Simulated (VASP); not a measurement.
# HfN (F222) in VASP: notebook

The runs below take HfN through single point, with PBEsol.

All numbers are computed with VASP 6.6.1; they aren't measurements. Logs are shortened: lines on timing, memory, paths and dates and some standing lists are left out, and cuts for length are marked.

### Step 1. The cell of the first run

Symmetry: F222, No. 22, orthorhombic system. The conventional cell has a = 4.541 Å, b = 4.910 Å, c = 5.278 Å, α = 90.00°, β = 90.00°, γ = 90.00°. Hf (site symmetry 222) has 4 N at 2.13 Å within 2.8 Å. Within 2.8 Å of N (site symmetry 222) lie 4 Hf at 2.13 Å.

### Step 2. Single point, PBEsol (strain +0.0750 x Voigt [1, -1, 0, 0, 0, 0])

INCAR

```
ALGO = Normal ; EDIFF = 1E-6
ENCUT = 520 ; GGA = PS
ISIF = 2 ; ISMEAR = 0
LASPH = T ; LCHARG = T
LELF = T ; LREAL = F
LVHAR = T ; LWAVE = F
NBANDS = 14 ; NELM = 80
PREC = Accurate ; SIGMA = 0.15
```

KPOINTS

```
k-points
0
Gamma
  16 16 16
```

POSCAR

```
HfN
1.0
    0.0000000000      2.2707103500      2.4548220000
    2.6389336500      0.0000000000      2.4548220000
    2.6389336500      2.2707103500      0.0000000000
Hf N
1 1
Direct
    0.0000000000      0.0000000000      0.0000000000
    0.7500000000      0.7500000000      0.7500000000
```

Potentials or basis: VASP PAW PBE potentials, release 64 (Hf_pv, N).

Command:

```console
$ cat potpaw_PBE.64/Hf_pv/POTCAR potpaw_PBE.64/N/POTCAR > POTCAR
$ mpirun -np 1 vasp_std > vasp.out
```

OUTCAR:

```text
EDIFF = 1E-6
   ENCUT = 520
   GGA = PS
   ISIF = 2
   ISMEAR = 0
   LASPH = T
   LREAL = F
   NELM = 80
   PREC = Accurate

 ion  position               nearest neighbor table
   1  0.000  0.000  0.000-   2 2.13   2 2.13   2 2.13   2 2.13
   2  0.750  0.750  0.750-   1 2.13   1 2.13   1 2.13   1 2.13

  LATTYP: Found a face centered orthorhombic cell.
 ALAT       =     4.5414207000
 B/A-ratio  =     1.0810810811
 C/A-ratio  =     1.1621621622

  Lattice vectors:

 A1 = (  -2.6389336500,   0.0000000000,  -2.4548220000)
 A2 = (  -2.6389336500,   2.2707103500,   0.0000000000)
 A3 = (   0.0000000000,   2.2707103500,  -2.4548220000)

Analysis of symmetry for initial positions (statically):
=====================================================================
 Subroutine PRICEL returns:
 Original cell was already a primitive cell.

 Routine SETGRP: Setting up the symmetry group for a
 face centered orthorhombic supercell.

 Subroutine GETGRP returns: Found  4 space group operations
 (whereof  4 operations were pure point group operations)
 out of a pool of  8 trial point group operations.

The static configuration has the point symmetry D_2 .

Analysis of symmetry for dynamics (positions and initial velocities):
=====================================================================
 Subroutine PRICEL returns:
 Original cell was already a primitive cell.

 Routine SETGRP: Setting up the symmetry group for a
 face centered orthorhombic supercell.

 Subroutine GETGRP returns: Found  4 space group operations
 (whereof  4 operations were pure point group operations)
 out of a pool of  8 trial point group operations.

The dynamic configuration has the point symmetry D_2 .

 Subroutine INISYM returns: Found  4 space group operations
 (whereof  4 operations are pure point group operations),
 and found     1 'primitive' translations

----------------------------------------------------------------------------------------

                                     Primitive cell

  volume of cell :      29.4198

  direct lattice vectors                    reciprocal lattice vectors
     0.000000000  2.270710350  2.454822000    -0.189470470  0.220195412  0.203680756
     2.638933650  0.000000000  2.454822000     0.189470470 -0.220195412  0.203680756
     2.638933650  2.270710350  0.000000000     0.189470470  0.220195412 -0.203680756

  length of vectors
     3.343991110  3.604181164  3.481392868     0.354782932  0.354782932  0.354782932

  position of ions in fractional coordinates (direct lattice)
     0.000000000  0.000000000  0.000000000
     0.750000000  0.750000000  0.750000000

  ion indices of the primitive-cell ions
   primitive index   ion index
                 1           1
                 2           2

----------------------------------------------------------------------------------------

 KPOINTS: k-points

Automatic generation of k-mesh.
 Grid dimensions read from file:
 generate k-points for:   16   16   16

 Generating k-lattice:

  Cartesian coordinates                     Fractional coordinates (reciprocal lattice)
    -0.011841904  0.013762213  0.012730047     0.062500000  0.000000000  0.000000000
     0.011841904 -0.013762213  0.012730047     0.000000000  0.062500000 -0.000000000
     0.011841904  0.013762213 -0.012730047     0.000000000 -0.000000000  0.062500000

  Length of vectors
     0.022173933  0.022173933  0.022173933

  Shift w.r.t. Gamma in fractional coordinates (k-lattice)
     0.000000000  0.000000000  0.000000000

 Subroutine IBZKPT returns following result:
 ===========================================

 Found    621 irreducible k-points:

 Following reciprocal coordinates:
            Coordinates               Weight
  0.000000  0.000000  0.000000      1.000000
  0.062500  0.000000  0.000000      8.000000
  0.125000  0.000000  0.000000      8.000000
  0.187500  0.000000  0.000000      8.000000
  0.250000  0.000000  0.000000      8.000000
  0.312500  0.000000 -0.000000      8.000000
[... 16 lines left out ...]
 -0.125000  0.062500  0.000000      8.000000
 -0.062500  0.062500  0.000000      4.000000
 [... further k-points ...]
   k-points           NKPTS =    621   k-points in BZ     NKDIM =    621   number of bands    NBANDS=     14
   number of dos      NEDOS =    301   number of ions     NIONS =      2
   total plane-waves  NPLWV =  21952
   dimension x,y,z NGX =    28 NGY =   28 NGZ =   28
   dimension x,y,z NGXF=    56 NGYF=   56 NGZF=   56
   ions per type =               1   1
   NGX,Y,Z   is equivalent  to a cutoff of  13.92, 12.92, 13.37 a.u.
   NGXF,Y,Z  is equivalent  to a cutoff of  27.84, 25.83, 26.74 a.u.
 SYSTEM =  unknown system
   PREC   = accura    normal or accurate (medium, high low for compatibility)
   ISTART =      0    job   : 0-new  1-cont  2-samecut
   ICHARG =      2    charge: 1-file 2-atom 10-const
   ISPIN  =      1    spin polarized calculation?
   LNONCOLLINEAR =      F non collinear calculations
   LSORBIT =      F    spin-orbit coupling
   LASPH  =      T    aspherical Exc in radial PAW
   ENCUT  =  520.0 eV  38.22 Ry    6.18 a.u.   6.22  6.70  6.47*2*pi/ulx,y,z
   NELM   =     80;   NELMIN=  2; NELMDL= -5     # of ELM steps
   EDIFF  = 0.1E-05   stopping-criterion for ELM
   LREAL  =      F    real-space projection
   EDIFFG = 0.1E-04   stopping-criterion for IOM
   NSW    =      0    number of steps for IOM
   IBRION =     -1    ionic relax: 0-MD 1-quasi-New 2-CG
   NFREE  =      0    steps in history (QN), initial steepest desc. (CG)
   ISIF   =      2    stress and relaxation
   ISYM   =      2    0-nonsym 1-usesym 2-fastsym
   POTIM  = 0.5000    time-step for ionic-motion
   TEBEG  =    0.0;   TEEND  =   0.0 temperature during run
   PSTRESS=    0.0 pullay stress
   NELECT =      15.0000    total number of electrons
   NUPDOWN=      -1.0000    fix difference up-down
   EMIN   =  10.00;   EMAX   =-10.00  energy-range for DOS
   EFERMI =   0.00;   METHOD = LEGACY
   ISMEAR =     0;   SIGMA  =   0.15  broadening in eV -4-tet -1-fermi 0-gaus
   EFERMI_NEDOS =   21; number of points for ismear=-14 and -15
   IALGO  =     38    algorithm
   IMIX   =      4    mixing-type and parameters
     AMIX     =   0.40;   BMIX     =  1.00
     AMIX_MAG =   1.60;   BMIX_MAG =  1.00
  volume/ion in A,a.u.               =      14.71        99.27
  Fermi-wavevector in a.u.,A,eV,Ry     =   1.307852  2.471481 23.272441  1.710476
  Thomas-Fermi vector in A             =   2.438558
   LORBIT       =      0    0 simple, 1 ext, 2 COOP (PROOUT), +10 PAW based schemes
   GGA     = PS    functional components
   LHFCALC =     F    Hartree Fock is set to
   AEXX    =    0.0000 exact exchange contribution
   IVDW    =     0    specifies the selected vdW correction
   LEPSILON=     F    determine dielectric tensor
   LRPA    =     F    only Hartree local field effects (RPA)
 non-spin polarized calculation
 Gauss-broadening in eV      SIGMA  =   0.15
  energy-cutoff  :      520.00
  volume of cell :       29.42
 maximum number of plane-waves:       821
 NGX is ok and might be reduce to    28
   NGX = 13   NGY = 13   NGZ = 13

 number of electron      15.0000002 magnetization

 Free energy of the ion-electron system (eV)
  ---------------------------------------------------
  ext. energy  EPLUGINS =         0.00000000
  ---------------------------------------------------
  free energy    TOTEN  =       -22.10946997 eV

  energy without entropy =      -22.10155399  energy(sigma->0) =      -22.10551198

 E-fermi :   5.6864     XC(G=0): -11.4333

 val. band max:        5.6778620574   @ k =   0.5000   0.2500   0.0625
 cond. band min:       5.6895419835   @ k =  -0.0625   0.1875   0.1250
 fundamental gap:      0.0116799260
 Fermi energy:         5.6864417994

 k-point     1 :       0.0000    0.0000    0.0000
  band No.  band energies     occupation
      1     -25.4185      2.00000
      2     -25.3976      2.00000
      3     -25.3903      2.00000
      4     -10.4424      2.00000
      5       0.0875      2.00000
      6       0.3422      2.00000
      7       0.4971      2.00000
      8       4.8257      2.00000
      9       7.0996      0.00000
     10       8.6271      0.00000
     11      10.9664      0.00000
     12      12.1983      0.00000
     13      13.2892      0.00000
     14      17.9624      0.00000

 k-point     2 :       0.0625    0.0000    0.0000
  band No.  band energies     occupation
      1     -25.4305      2.00000
      2     -25.4042      2.00000
      3     -25.3960      2.00000
      4     -10.3938      2.00000
      5       0.0632      2.00000
      6       0.3186      2.00000
      7       0.4956      2.00000
      8       5.0354      2.00000
      9       7.0760      0.00000
     10       8.5292      0.00000
     11      11.0373      0.00000
     12      12.2322      0.00000
     13      13.2585      0.00000
     14      17.9476      0.00000

 k-point     3 :       0.1250    0.0000    0.0000
  band No.  band energies     occupation
      1     -25.4807      2.00000
      2     -25.4136      2.00000
      3     -25.4051      2.00000
      4     -10.2573      2.00000
      5      -0.0861      2.00000
      6       0.3123      2.00000
      7       0.5677      2.00000
      8       5.5557      1.78228
      9       7.0575      0.00000
     10       8.3066      0.00000
     11      11.1371      0.00000
     12      12.2887      0.00000
     13      13.2117      0.00000
     14      17.0030      0.00000

 k-point     4 :       0.1875    0.0000    0.0000
  band No.  band energies     occupation
      1     -25.5606      2.00000
      2     -25.4268      2.00000
      3     -25.4133      2.00000
      4     -10.0587      2.00000
      5      -0.2968      2.00000
      6       0.3735      2.00000
      7       0.7010      2.00000
      8       6.1409      0.00002
      9       7.1608      0.00000
     10       8.1009      0.00000
     11      11.0587      0.00000
     12      12.3699      0.00000
     13      13.1264      0.00000
     14      15.6829      0.00000

 k-point     5 :       0.2500    0.0000    0.0000
  band No.  band energies     occupation
      1     -25.6538      2.00000
      2     -25.4443      2.00000
      3     -25.4201      2.00000
      4      -9.8347      2.00000
      5      -0.4287      2.00000
      6       0.4443      2.00000
      7       0.8564      2.00000
      8       6.5833      0.00000
      9       7.4009      0.00000
     10       8.0409      0.00000
     11      10.8050      0.00000
[... 276 lines left out ...]
 k-point    22 :      -0.1875    0.0625    0.0000
  band No.  band energies     occupation
      1     -25.5930      2.00000
      2     -25.4412      2.00000
      3     -25.4209      2.00000
      4      -9.9514      2.00000
      5      -0.3797      2.00000
      6       0.3986      2.00000
      7       0.7728      2.00000
      8       6.3406      0.00000
      9       7.2268      0.00000
     10       8.1748      0.00000
     11      11.0433      0.00000
     12      12.3409      0.00000
     13      13.0589      0.00000
     14      15.2553      0.00000

 k-point    23 :      -0.1250    0.0625    0.0000
  band No.  band energies     occupation
      1     -25.5123      2.00000
      2     -25.4231      2.00000
      3     -25.4131      2.00000
      4     -10.1585      2.00000
      5      -0.2135      2.00000
      6       0.3540      2.00000
      7       0.6197      2.00000
      8       5.8845      0.06191
      9       6.9981      0.00000
     10       8.3258      0.00000
     11      11.2057      0.00000
     12      12.3047      0.00000
     13      13.1389      0.00000
     14      16.4689      0.00000

 k-point    24 :      -0.0625    0.0625    0.0000
  band No.  band energies     occupation
      1     -25.4557      2.00000
      2     -25.4108      2.00000
      3     -25.4028      2.00000
      4     -10.3158      2.00000
      5      -0.0377      2.00000
      6       0.3537      2.00000
      7       0.4983      2.00000
      8       5.3549      1.99823
      9       7.0000      0.00000
     10       8.4826      0.00000
     11      11.1598      0.00000
     12      12.2536      0.00000
     13      13.1886      0.00000
     14      17.5850      0.00000

 [... further k-points ...]
[... 5 lines left out ...]
  --------------------------------------------------------------------------------------
  -------------------------------------------------------------------------------------
  Total       -3.2204331      0.6934948     -0.6878855      0.0000000      0.0000000      0.0000000
  in kB     -175.3818536     37.7670940    -37.4616161      0.0000000      0.0000000      0.0000000
  external PRESSURE =     -58.3587919 kB  Pullay stress =       0.0000000 kB

 VOLUME and BASIS-vectors are now :
 -----------------------------------------------------------------------------
  energy-cutoff  :      520.00
  volume of cell :       29.42
      direct lattice vectors                 reciprocal lattice vectors
     0.000000000  2.270710350  2.454822000    -0.189470470  0.220195412  0.203680756
     2.638933650  0.000000000  2.454822000     0.189470470 -0.220195412  0.203680756
     2.638933650  2.270710350  0.000000000     0.189470470  0.220195412 -0.203680756

 POSITION                                       TOTAL-FORCE (eV/Angst)
 -----------------------------------------------------------------------------------
      0.00000      0.00000      0.00000         0.000000      0.000000      0.000000
      3.95840      3.40607      3.68223        -0.000000     -0.000000     -0.000000
 -----------------------------------------------------------------------------------
    total drift:                               -0.000000      0.000000     -0.000000

  FREE ENERGIE OF THE ION-ELECTRON SYSTEM (eV)
  ---------------------------------------------------
  free  energy   TOTEN  =       -22.1094699725 eV

  energy  without entropy=      -22.1015539931  energy(sigma->0) =      -22.10551198
```

Run time: 1.9 min. Hardware: 1 thread of Intel Xeon 6975P-C (Granite Rapids), shared host; peak memory 0.38 GiB.

Results:

```yaml
Free_energy: -22.1095 eV
Pressure: -5.8 GPa
Band_gap_on_the_k_mesh: zero (an odd number of electrons rules out a gap without spin polarisation)
```

Stress tensor (GPa, compression positive):
```
-17.54   0.00   0.00
  0.00   3.78   0.00
  0.00   0.00  -3.75
```

Levels at points of the mesh, in eV from the Fermi level:
```csv
k point,band 6,band 7,band 8,band 9,band 10,band 11
"(0.00, 0.00, 0.00)",-5.34,-5.19,-0.86,1.41,2.94,5.28
"(0.50, 0.00, 0.00)",-5.19,-4.51,1.37,2.59,2.96,3.80
"(0.50, 0.50, 0.00)",-3.93,-3.44,-1.13,1.47,4.56,4.59
"(0.50, 0.00, 0.50)",-3.93,-3.71,-0.63,1.95,4.24,4.44
"(0.00, 0.50, 0.50)",-3.50,-3.27,-1.58,1.72,4.17,4.53
```

Caveat: the cell differs from its parent crystal (strain +0.0750 x Voigt [1, -1, 0, 0, 0, 0]); the cell stands under tension; the PAW data sets were made with another functional, which shifts forces and pressure a little; spin-orbit coupling is left out, which moves the levels of the heavy elements.

[end of part 1 of 2]
